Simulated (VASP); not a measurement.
The system is SiGeTe2S2.

```xyz
6
Lattice="4.9052 0.0000 0.0000 0.0000 4.9052 0.0000 0.0000 0.0000 6.5876" Properties=species:S:1:pos:R:3 pbc="T T T"
Si    0.0000    0.0000    0.0000
Ge    0.0000    0.0000    3.2938
Te    2.4526    2.4526    4.9128
Te    2.4526    2.4526    1.6748
S     2.4526    0.0000    0.0000
S     0.0000    2.4526    0.0000
```

- Program: VASP 6.6.1
- Task: relaxation of cell and atoms
- Functional: PBE
- Potentials or basis: VASP PAW PBE potentials, release 64 (Si, Ge_d, Te, S)
- Cutoff: 600 eV
- k mesh: 4 × 4 × 4
- Occupations: gaussian, width 0.1 eV
- Spin: no spin polarisation

At the start: pressure -3.8 GPa; volume 26.42 Å³/atom.

Problem. How do energy, volume and symmetry change on relaxing?

Solution. Over 8 steps the energy falls by 92.9 meV/atom and the volume is 23.99 Å³/atom (-9.2 %); space group P4/mmm (No. 123, to 0.05 Å).

The path:
```csv
step,energy change (eV),largest force (eV/Å),pressure (GPa),volume (Å³)
1,0.0000,0.9671,-3.83,158.50
2,-0.3571,1.2035,-0.32,144.43
3,-0.4004,1.1151,2.13,138.07
4,-0.4943,0.4664,2.84,137.71
5,-0.5089,0.1327,2.53,137.81
6,-0.5545,0.0955,-0.56,145.46
7,-0.5569,0.0989,-0.04,143.99
8,-0.5575,0.0159,-0.01,143.96
```

Final structure:
```xyz
6
Lattice="4.8592 0.0000 0.0000 0.0000 4.8592 0.0000 0.0000 0.0000 6.0969" Properties=species:S:1:pos:R:3 pbc="T T T"
Si    4.8592    0.0000    0.0000
Ge    4.8592    0.0000    3.0485
Te    2.4296    2.4296    4.4051
Te    2.4296    2.4296    1.6918
S     2.4296    0.0000    0.0000
S     4.8592    2.4296    0.0000
```
